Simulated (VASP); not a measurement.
CoO, 2 atoms in the cell. It takes space group Fm-3m (No. 225, cubic). Conventional cell: a = 4.155 Å, b = 4.155 Å, c = 4.155 Å, α = 90.00°, β = 90.00°, γ = 90.00°. Within 2.8 Å of Co (site symmetry m-3m) lie 6 O at 2.08 Å. Within 2.8 Å of O (site symmetry m-3m) lie 6 Co at 2.08 Å. 

| Item | Value |
| --- | --- |
| Program | VASP 6.6.1 |
| Task | single point |
| Functional | PBEsol |
| Dispersion | D4 |
| Potentials or basis | VASP PAW PBE potentials, release 64 (Co, O) |
| Cutoff | 520 eV |
| k mesh | 11 × 11 × 11 |
| Occupations | fermi-dirac, width 0.05 eV |
| Spin | collinear spin, ferromagnetic start |
| Starting moments | [2.0, 0.0] μB |
| Dipole correction | no |
| Further INCAR settings | ALGO = Normal; EDIFF = 1e-06; NBANDS = 18 |

Potentials or basis: VASP PAW PBE potentials, release 64 (Co, O).

Launch:

```console
$ cat potpaw_PBE.64/Co/POTCAR potpaw_PBE.64/O/POTCAR > POTCAR
$ mpirun -np 1 vasp_std > vasp.out
```

Hardware: 1 thread of Intel Xeon 8259CL, with other jobs on the host.

Question: Estimate the wall time of this run.

Answer: Run time: 60 s on 1 thread of Intel Xeon 8259CL, on a shared host, peak memory 0.17 GiB. Counts: scf iterations 15, k points 56.
